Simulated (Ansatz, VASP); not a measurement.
## KCl in VASP and in Ansatz

The input INCAR:

```
PREC = Accurate ; ENCUT = 520
EDIFF = 1E-8 ; ISMEAR = -1
SIGMA = 0.03 ; LREAL = F
LASPH = T ; NELM = 100
ALGO = Normal ; ISIF = 2
LWAVE = F ; LCHARG = F
LEFG = T ; NBANDS = 15
```

File KPOINTS:

```
regular mesh
0
Gamma
  7 7 7
```

The input POSCAR:

```
KCl
1.0
    0.0631220000      3.1876610000      3.1876610000
    3.1876610000      0.0631220000      3.1876610000
    3.1876610000      3.1876610000      0.0631220000
K Cl
1 1
Direct
    0.0000000000      0.0000000000      0.0000000000
    0.5000000000      0.5000000000      0.5000000000
```

Input for Ansatz:

```yaml
crystal:
  lattice:
    - [0.063122, 3.187661, 3.187661]
    - [3.187661, 0.063122, 3.187661]
    - [3.187661, 3.187661, 0.063122]
  atoms:
    - { symbol: K, position: [0.0, 0.0, 0.0] }
    - { symbol: Cl, position: [0.5, 0.5, 0.5] }
kpoints:
  mp_grid: { grid: [7, 7, 7] }
scf:
  occupations: { method: fermi_dirac, width: 0.03 }
hamiltonian:
  xc: lda
  pseudopotentials: { kind: all_electron, datasets: crystal }
output:
  forces: true
  stress: true
  eigenvalues: true
  efg: { contact_densities: true }
```

Change from the starting cell: equal xy, yz and zx shear strains of +2 %, crystal datasets.

Alike in both runs: task electric field gradients; functional LDA; k mesh 7 × 7 × 7; occupations fermi-dirac, width 0.03 eV; no spin polarisation.

|  | VASP | Ansatz |
| --- | --- | --- |
| version | VASP 6.6.1 | Ansatz 0.2.0 |
| potentials or method | VASP PAW LDA potentials, release 64 (K_sv, Cl), cutoff 520 eV | all-electron PAW with datasets made for the crystal, scalar-relativistic |

Ansatz gave:

* gap on the k mesh at the Fermi level (eV): 4.69
* pressure (GPa): -2.1
* traceless stress, the component that is largest in VASP (GPa): -0.15
* size of Vzz on the site where it differs most (V/Å²): 3.1

Estimate VASP's values.

gap on the k mesh at the Fermi level (eV): 4.69; pressure (GPa): -2.0; traceless stress, the component that is largest in VASP (GPa): -0.15; size of Vzz on the site where it differs most (V/Å²): 3.0.

LDA's correlation is that of Perdew and Zunger in VASP and of Perdew and Wang (1992) in Ansatz. Ansatz ran all-electron here, and VASP with PAW potentials.
